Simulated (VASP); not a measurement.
# SiC (lda) (Imm2) in VASP: further runs

The runs below take SiC (lda) through relaxation of the atoms, with LDA.

Everything below comes from runs of VASP 6.6.1. Logs are shortened: lines on timing, memory, paths and dates and some standing lists are left out, and cuts for length are marked.

**1. The cell of the first run**

The structure is orthorhombic, space group Imm2 (No. 44). The conventional cell has a = 3.043 Å, b = 3.092 Å, c = 4.372 Å, α = 90.00°, β = 90.00°, γ = 90.00°. Within 2.5 Å of Si (site symmetry mm2) lie 4 C at 1.87 to 1.89 Å. C (site symmetry mm2) has 4 Si at 1.87 to 1.89 Å within 2.5 Å.

**2. Relaxation of the atoms, LDA (strained cell)**

The input, INCAR:

```
SYSTEM = SiC
  PREC = Accurate
  ENCUT = 520
  EDIFF = 1E-7
  ISMEAR = 0
  SIGMA = 0.02
  LREAL = .FALSE.
  LASPH = .TRUE.
  NELM = 120
  ALGO = Normal
  ISIF = 2
  LWAVE = .FALSE.
  LCHARG = .FALSE.
  GGA = CA
  IBRION = 2
  NSW = 60
  EDIFFG = -0.002
  GGA_COMPAT = .FALSE.
  NELMIN = 4
```

The input, KPOINTS:

```
Automatic mesh
0
G
  10 10 10
  0 0 0
```

The input, POSCAR:

```
SiC
1.0
   -0.0173162677      2.1688625294      2.1861787971
    2.1688625294     -0.0173162677      2.1861787971
    2.1515462617      2.1515462617      0.0000000000
Si C
1 1
Direct
    0.0000000000      0.0000000000      0.0000000000
    0.2500000000      0.2500000000      0.2500000000
```

Potentials or basis: VASP PAW LDA potentials, release 64 (Si, C).

Run with:

```
> cat potpaw_LDA.64/Si/POTCAR potpaw_LDA.64/C/POTCAR > POTCAR
> mpirun -np 1 vasp_std > vasp.out
```

OUTCAR:

```text
SYSTEM = SiC
   PREC = Accurate
   ENCUT = 520
   EDIFF = 1E-7
   ISMEAR = 0
   LREAL = .FALSE.
   LASPH = .TRUE.
   NELM = 120
   ISIF = 2
   GGA = CA
   IBRION = 2
   NSW = 60
   EDIFFG = -0.002
   NELMIN = 4

 ion  position               nearest neighbor table
   1  0.000  0.000  0.000-   2 1.87   2 1.87   2 1.89   2 1.89
   2  0.250  0.250  0.250-   1 1.87   1 1.87   1 1.89   1 1.89

  LATTYP: Found a body centered orthorhombic cell.
 ALAT       =     3.0427459034
 B/A-ratio  =     1.0160965795
 C/A-ratio  =     1.4369775634

  Lattice vectors:

 A1 = (   0.0173162677,  -2.1688625294,  -2.1861787971)
 A2 = (  -0.0173162677,   2.1688625294,  -2.1861787971)
 A3 = (   2.1688625294,  -0.0173162677,   2.1861787971)

Analysis of symmetry for initial positions (statically):
=====================================================================
 Subroutine PRICEL returns:
 Original cell was already a primitive cell.

 Routine SETGRP: Setting up the symmetry group for a
 body centered orthorhombic supercell.

 Subroutine GETGRP returns: Found  4 space group operations
 (whereof  4 operations were pure point group operations)
 out of a pool of  8 trial point group operations.

The static configuration has the point symmetry C_2v.

Analysis of symmetry for dynamics (positions and initial velocities):
=====================================================================
 Subroutine PRICEL returns:
 Original cell was already a primitive cell.

 Routine SETGRP: Setting up the symmetry group for a
 body centered orthorhombic supercell.

 Subroutine GETGRP returns: Found  4 space group operations
 (whereof  4 operations were pure point group operations)
 out of a pool of  8 trial point group operations.

The dynamic configuration has the point symmetry C_2v.

 Subroutine INISYM returns: Found  4 space group operations
 (whereof  4 operations are pure point group operations),
 and found     1 'primitive' translations

----------------------------------------------------------------------------------------

                                     Primitive cell

  volume of cell :      20.5661

  direct lattice vectors                    reciprocal lattice vectors
    -0.017316268  2.168862529  2.186178797    -0.228709564  0.228709564  0.228709564
     2.168862529 -0.017316268  2.186178797     0.228709564 -0.228709564  0.228709564
[... 99 lines left out ...]
   EFERMI =   0.00;   METHOD = LEGACY
   ISMEAR =     0;   SIGMA  =   0.02  broadening in eV -4-tet -1-fermi 0-gaus
   EFERMI_NEDOS =   21; number of points for ismear=-14 and -15
   IALGO  =     38    algorithm
   IMIX   =      4    mixing-type and parameters
     AMIX     =   0.40;   BMIX     =  1.00
     AMIX_MAG =   1.60;   BMIX_MAG =  1.00
  volume/ion in A,a.u.               =      10.28        69.39
  Fermi-wavevector in a.u.,A,eV,Ry     =   1.195054  2.258324 19.431211  1.428154
  Thomas-Fermi vector in A             =   2.331029
   LORBIT       =      0    0 simple, 1 ext, 2 COOP (PROOUT), +10 PAW based schemes
   GGA     = CA    functional components
   LHFCALC =     F    Hartree Fock is set to
   AEXX    =    0.0000 exact exchange contribution
   IVDW    =     0    specifies the selected vdW correction
   LEPSILON=     F    determine dielectric tensor
   LRPA    =     F    only Hartree local field effects (RPA)
 conjugate gradient relaxation of ions
 non-spin polarized calculation
 Gauss-broadening in eV      SIGMA  =   0.02
  energy-cutoff  :      520.00
  volume of cell :       20.57
 maximum number of plane-waves:       568
   NGX = 11   NGY = 11   NGZ = 11

--------------------------------------- Ionic step        1  -------------------------------------------

 number of electron       8.0000001 magnetization

 Free energy of the ion-electron system (eV)
  ---------------------------------------------------
  ext. energy  EPLUGINS =         0.00000000
  ---------------------------------------------------
  free energy    TOTEN  =       -16.63531751 eV

  energy without entropy =      -16.63531751  energy(sigma->0) =      -16.63531751

------------------------ aborting loop because EDIFF is reached ----------------------------------------

  FORCE on cell =-STRESS in cart. coord.  units (eV):
  Direction    XX          YY          ZZ          XY          YZ          ZX
  --------------------------------------------------------------------------------------
  -------------------------------------------------------------------------------------
  Total       -0.2495534     -0.2495534     -0.5265714      0.5648635      0.0000000      0.0000000
  in kB      -19.4411540    -19.4411540    -41.0219045     44.0050014      0.0000000      0.0000000
  external PRESSURE =     -26.6347375 kB  Pullay stress =       0.0000000 kB
[... 59 lines left out ...]
--------------------------------------- Ionic step        3  -------------------------------------------

 number of electron       8.0000001 magnetization

 Free energy of the ion-electron system (eV)
  ---------------------------------------------------
  ext. energy  EPLUGINS =         0.00000000
  ---------------------------------------------------
  free energy    TOTEN  =       -16.63574221 eV

  energy without entropy =      -16.63574221  energy(sigma->0) =      -16.63574221

 E-fermi :   8.3997     XC(G=0): -11.5826

 val. band max:        8.2317739590   @ k =   0.0000   0.0000   0.0000
 cond. band min:       9.4063970883   @ k =   0.5000   0.0000   0.5000
 fundamental gap:      1.1746231293
 Fermi energy:         8.3996772505

 k-point     1 :       0.0000    0.0000    0.0000
  band No.  band energies     occupation
      1      -7.2321      2.00000
      2       8.0713      2.00000
      3       8.0933      2.00000
      4       8.2318      2.00000
      5      14.4276      0.00000
      6      15.1884      0.00000
      7      15.4489      0.00000
      8      15.5324      0.00000
[... 243 lines left out ...]
 k-point    24 :       0.4000    0.3000    0.0000
  band No.  band energies     occupation
      1      -4.0848      2.00000
      2       2.5208      2.00000
      3       4.8866      2.00000
      4       5.6776      2.00000
      5      11.0060      0.00000
      6      13.6881      0.00000
      7      19.6468      0.00000
      8      20.0252      0.00000

 [... further k-points ...]

------------------------ aborting loop because EDIFF is reached ----------------------------------------

  FORCE on cell =-STRESS in cart. coord.  units (eV):
  Direction    XX          YY          ZZ          XY          YZ          ZX
  --------------------------------------------------------------------------------------
  -------------------------------------------------------------------------------------
  Total       -0.2541621     -0.2541621     -0.5316207      0.5118052      0.0000000      0.0000000
  in kB      -19.8001872    -19.8001872    -41.4152617     39.8715591      0.0000000      0.0000000
  external PRESSURE =     -27.0052121 kB  Pullay stress =       0.0000000 kB
[... 17 lines left out ...]
  FREE ENERGIE OF THE ION-ELECTRON SYSTEM (eV)
  ---------------------------------------------------
  free  energy   TOTEN  =       -16.6357422145 eV

  energy  without entropy=      -16.6357422145  energy(sigma->0) =      -16.63574221

 reached required accuracy - stopping structural energy minimisation
```

Run time: 14 s. Hardware: 1 thread of Intel Xeon 6975P-C (Granite Rapids), shared host; peak memory 0.14 GiB.

What came out:

```yaml
Free_energy: -16.6357 eV
Energy_gained_by_relaxing: 0.2 meV/atom
Ionic_steps: 3
Pressure_after_relaxing: -2.7 GPa
Band_gap_on_the_k_mesh: 1.17 eV, indirect (least direct gap 4.34 eV)
```

Stress tensor (GPa, compression positive):
```
-1.98  3.99  0.00
 3.99 -1.98  0.00
 0.00  0.00 -4.14
```

Step by step:
```
step  energy change (eV)  largest force (eV/Å)  pressure (GPa)
   1              0.0000                0.1275           -2.66
   2             -0.0001                0.1079           -2.72
   3             -0.0004                0.0000           -2.70
```

Final structure:
```cif
data_structure
_symmetry_space_group_name_H-M 'P 1'
_symmetry_Int_Tables_number 1
_cell_length_a 3.0796
_cell_length_b 3.0796
_cell_length_c 3.0427
_cell_angle_alpha 60.395
_cell_angle_beta 60.395
_cell_angle_gamma 60.262
_cell_volume 20.57
loop_
_atom_site_label
_atom_site_type_symbol
_atom_site_fract_x
_atom_site_fract_y
_atom_site_fract_z
_atom_site_occupancy
Si1 Si 0.99924 0.99924 0.00076 1
C1 C 0.25076 0.25076 0.24924 1
```

Levels at points of the mesh, in eV from the valence-band top:
```
           k point  band 1  band 2  band 3  band 4  band 5  band 6  band 7  band 8
(0.00, 0.00, 0.00)  -15.46   -0.16   -0.14    0.00    6.20    6.96    7.22    7.30
(0.50, 0.00, 0.00)  -11.88   -8.72   -1.18   -1.02    5.44    7.02    7.25    9.89
(0.50, 0.50, 0.00)  -10.38   -8.00   -3.39   -3.10    1.24    4.22   13.80   13.84
(0.00, 0.00, 0.50)  -11.76   -8.66   -1.23   -1.18    5.23    6.98    6.98    9.81
(0.50, 0.00, 0.50)  -10.31   -7.90   -3.34   -3.33    1.17    4.06   13.66   13.85
```

Caveat: the cell differs from its parent crystal (strained cell).

**3. Relaxation of the atoms, LDA (strained cell)**

The input, INCAR:

```
PREC = Accurate
ENCUT = 520
EDIFF = 1E-7
ISMEAR = 0
SIGMA = 0.02
LREAL = False
LASPH = True
NELM = 120
ALGO = Normal
ISIF = 2
LWAVE = False
LCHARG = False
IBRION = 2
NSW = 60
EDIFFG = -0.002
GGA_COMPAT = False
NELMIN = 4
```

The input, KPOINTS:

```
regular mesh
0
Gamma
  10 10 10
```

The input, POSCAR:

```
SiC
1.0
   -0.0139396000      2.1722391972      2.1861787971
    2.1722391972     -0.0139396000      2.1861787971
    2.1582995972      2.1582995972      0.0000000000
Si C
1 1
Direct
   -0.0002401390     -0.0002401390      0.0002401390
    0.2502401390      0.2502401390      0.2497598610
```

Potentials or basis: VASP PAW LDA potentials, release 64 (Si, C).

Run with:

```
> cat potpaw_LDA.64/Si/POTCAR potpaw_LDA.64/C/POTCAR > POTCAR
> mpirun -np 1 vasp_std > vasp.out
```

It took 13 s on 1 thread of Intel Xeon 6975P-C (Granite Rapids), shared host; peak memory 0.14 GiB.

Results (log left out):

```yaml
Free_energy: -16.6362 eV
Energy_gained_by_relaxing: 0.0 meV/atom
Ionic_steps: 3
Pressure_after_relaxing: -3.4 GPa
Band_gap_on_the_k_mesh: 1.20 eV, indirect (least direct gap 4.37 eV)
```

Stress tensor (GPa, compression positive):
```
-2.81  3.18  0.00
 3.18 -2.81  0.00
 0.00  0.00 -4.53
```

Final structure:
```
Si C
1.0
    -0.01394    2.17224    2.18618
     2.17224   -0.01394    2.18618
     2.15830    2.15830    0.00000
Si C
1 1
Direct
  0.99940 0.99940 0.00060
  0.25060 0.25060 0.24940
```

Levels at points of the mesh, in eV from the valence-band top:
```
           k point  band 1  band 2  band 3  band 4  band 5  band 6  band 7  band 8
(0.00, 0.00, 0.00)  -15.42   -0.13   -0.11    0.00    6.20    6.99    7.19    7.27
(0.50, 0.00, 0.00)  -11.83   -8.67   -1.15   -1.03    5.42    7.03    7.22    9.89
(0.50, 0.50, 0.00)  -10.34   -7.95   -3.35   -3.12    1.25    4.20   13.79   13.82
(0.00, 0.00, 0.50)  -11.74   -8.63   -1.19   -1.16    5.25    7.00    7.00    9.82
(0.50, 0.00, 0.50)  -10.29   -7.87   -3.31   -3.30    1.20    4.08   13.67   13.83
```

Caveat: the cell differs from its parent crystal (strained cell).

**4. Relaxation of the atoms, LDA (strained cell)**

The input, INCAR:

```
PREC = Accurate ; ENCUT = 520
EDIFF = 1E-7 ; ISMEAR = 0
SIGMA = 0.02 ; LREAL = False
LASPH = True ; NELM = 120
ALGO = Normal ; ISIF = 2
LWAVE = False ; LCHARG = False
GGA = CA ; IBRION = 2
NSW = 60 ; EDIFFG = -0.002
GGA_COMPAT = False ; NELMIN = 4
```

KPOINTS is that of step 3.

The input, POSCAR:

```
SiC
1.0
   -0.0140111260      2.1721676711      2.1861787971
    2.1721676711     -0.0140111260      2.1861787971
    2.1581565452      2.1581565452      0.0000000000
Si C
1 1
Direct
   -0.0006011847     -0.0006011847      0.0006011847
    0.2506011847      0.2506011847      0.2493988153
```

Potentials or basis: VASP PAW LDA potentials, release 64 (Si, C).

Run with:

```
> cat potpaw_LDA.64/Si/POTCAR potpaw_LDA.64/C/POTCAR > POTCAR
> mpirun -np 1 vasp_std > vasp.out
```

OUTCAR:

```text
PREC = Accurate
   ENCUT = 520
   EDIFF = 1E-7
   ISMEAR = 0
   LREAL = False
   LASPH = True
   NELM = 120
   ISIF = 2
   GGA = CA
   IBRION = 2
   NSW = 60
   EDIFFG = -0.002
   NELMIN = 4

 ion  position               nearest neighbor table
   1  0.999  0.999  0.001-   2 1.88   2 1.88   2 1.89   2 1.89
   2  0.251  0.251  0.249-   1 1.88   1 1.88   1 1.89   1 1.89

  LATTYP: Found a body centered orthorhombic cell.
 ALAT       =     3.0520942559
 B/A-ratio  =     1.0129843463
 C/A-ratio  =     1.4325762010

  Lattice vectors:

 A1 = (   0.0140111260,  -2.1721676711,  -2.1861787971)
 A2 = (  -0.0140111259,   2.1721676712,  -2.1861787971)
 A3 = (   2.1721676711,  -0.0140111260,   2.1861787971)

Analysis of symmetry for initial positions (statically):
=====================================================================
 Subroutine PRICEL returns:
 Original cell was already a primitive cell.

 Routine SETGRP: Setting up the symmetry group for a
 body centered orthorhombic supercell.

 Subroutine GETGRP returns: Found  4 space group operations
 (whereof  4 operations were pure point group operations)
 out of a pool of  8 trial point group operations.

The static configuration has the point symmetry C_2v.

Analysis of symmetry for dynamics (positions and initial velocities):
=====================================================================
 Subroutine PRICEL returns:
 Original cell was already a primitive cell.

 Routine SETGRP: Setting up the symmetry group for a
 body centered orthorhombic supercell.

 Subroutine GETGRP returns: Found  4 space group operations
 (whereof  4 operations were pure point group operations)
 out of a pool of  8 trial point group operations.

The dynamic configuration has the point symmetry C_2v.

 Subroutine INISYM returns: Found  4 space group operations
[... 118 lines left out ...]
  volume/ion in A,a.u.               =      10.31        69.61
  Fermi-wavevector in a.u.,A,eV,Ry     =   1.193832  2.256016 19.391513  1.425236
  Thomas-Fermi vector in A             =   2.329837
   LORBIT       =      0    0 simple, 1 ext, 2 COOP (PROOUT), +10 PAW based schemes
   GGA     = CA    functional components
   LHFCALC =     F    Hartree Fock is set to
   AEXX    =    0.0000 exact exchange contribution
   IVDW    =     0    specifies the selected vdW correction
   LEPSILON=     F    determine dielectric tensor
   LRPA    =     F    only Hartree local field effects (RPA)
 conjugate gradient relaxation of ions
 non-spin polarized calculation
 Gauss-broadening in eV      SIGMA  =   0.02
  energy-cutoff  :      520.00
  volume of cell :       20.63
 maximum number of plane-waves:       568
   NGX = 11   NGY = 11   NGZ = 11

 number of electron       8.0000001 magnetization

 Free energy of the ion-electron system (eV)
  ---------------------------------------------------
  ext. energy  EPLUGINS =         0.00000000
  ---------------------------------------------------
  free energy    TOTEN  =       -16.63624172 eV

  energy without entropy =      -16.63624172  energy(sigma->0) =      -16.63624172

 E-fermi :   8.2553     XC(G=0): -11.5695

 val. band max:        8.1758989848   @ k =   0.0000   0.0000   0.0000
 cond. band min:       9.3786983825   @ k =   0.5000   0.0000   0.5000
 fundamental gap:      1.2027993977
 Fermi energy:         8.2553013422

 k-point     1 :       0.0000    0.0000    0.0000
  band No.  band energies     occupation
      1      -7.2431      2.00000
      2       8.0487      2.00000
      3       8.0659      2.00000
      4       8.1759      2.00000
      5      14.3795      0.00000
      6      15.1665      0.00000
      7      15.3663      0.00000
      8      15.4433      0.00000
[... 243 lines left out ...]
 k-point    24 :       0.4000    0.3000    0.0000
  band No.  band energies     occupation
      1      -4.0977      2.00000
      2       2.5027      2.00000
      3       4.8710      2.00000
      4       5.6098      2.00000
      5      10.9574      0.00000
      6      13.6320      0.00000
      7      19.5858      0.00000
      8      19.9491      0.00000

 [... further k-points ...]

------------------------ aborting loop because EDIFF is reached ----------------------------------------

  FORCE on cell =-STRESS in cart. coord.  units (eV):
  Direction    XX          YY          ZZ          XY          YZ          ZX
  --------------------------------------------------------------------------------------
  -------------------------------------------------------------------------------------
  Total       -0.3596477     -0.3596477     -0.5826719      0.4122092      0.0000000      0.0000000
  in kB      -27.9320974    -27.9320974    -45.2533090     32.0142950      0.0000000      0.0000000
  external PRESSURE =     -33.7058346 kB  Pullay stress =       0.0000000 kB

 VOLUME and BASIS-vectors are now :
 -----------------------------------------------------------------------------
  energy-cutoff  :      520.00
  volume of cell :       20.63
      direct lattice vectors                 reciprocal lattice vectors
    -0.014011126  2.172167671  2.186178797    -0.228709564  0.228709564  0.228709564
     2.172167671 -0.014011126  2.186178797     0.228709564 -0.228709564  0.228709564
     2.158156545  2.158156545  0.000000000     0.231679208  0.231679208 -0.228709564

 POSITION                                       TOTAL-FORCE (eV/Angst)
 -----------------------------------------------------------------------------------
      2.15816      2.15816      4.36973         0.000000      0.000000     -0.001141
      1.07908      1.07908      1.09572        -0.000000     -0.000000      0.001141
 -----------------------------------------------------------------------------------
    total drift:                                0.000000      0.000000     -0.000001

  FREE ENERGIE OF THE ION-ELECTRON SYSTEM (eV)
  ---------------------------------------------------
  free  energy   TOTEN  =       -16.6362417153 eV

  energy  without entropy=      -16.6362417153  energy(sigma->0) =      -16.63624172

 reached required accuracy - stopping structural energy minimisation
```

Run time: 7.4 s. Hardware: 1 thread of Intel Xeon 6975P-C (Granite Rapids), shared host; peak memory 0.14 GiB.

What came out:

```
Free energy             : -16.6362 eV
Pressure after relaxing : -3.4 GPa
Band gap on the k mesh  : 1.20 eV, indirect (least direct gap 4.37 eV)
```

Stress tensor (GPa, compression positive):
```
-2.79  3.20  0.00
 3.20 -2.79  0.00
 0.00  0.00 -4.53
```

Final structure:
```
Si C
1.0
    -0.01401    2.17217    2.18618
     2.17217   -0.01401    2.18618
     2.15816    2.15816    0.00000
Si C
1 1
Direct
  0.99940 0.99940 0.00060
  0.25060 0.25060 0.24940
```

Levels at points of the mesh, in eV from the valence-band top:
| k point | band 2 | band 3 | band 4 | band 5 | band 6 | band 7 |
| --- | --- | --- | --- | --- | --- | --- |
| (0.00, 0.00, 0.00) | -0.13 | -0.11 | 0.00 | 6.20 | 6.99 | 7.19 |
| (0.50, 0.00, 0.00) | -8.67 | -1.15 | -1.03 | 5.42 | 7.03 | 7.22 |
| (0.50, 0.50, 0.00) | -7.95 | -3.35 | -3.12 | 1.25 | 4.20 | 13.79 |
| (0.00, 0.00, 0.50) | -8.63 | -1.19 | -1.16 | 5.25 | 7.00 | 7.00 |
| (0.50, 0.00, 0.50) | -7.87 | -3.31 | -3.30 | 1.20 | 4.08 | 13.67 |

Caveat: the cell differs from its parent crystal (strained cell); the relaxation stopped at its first step, so nothing moved. A k mesh can miss the band edges.
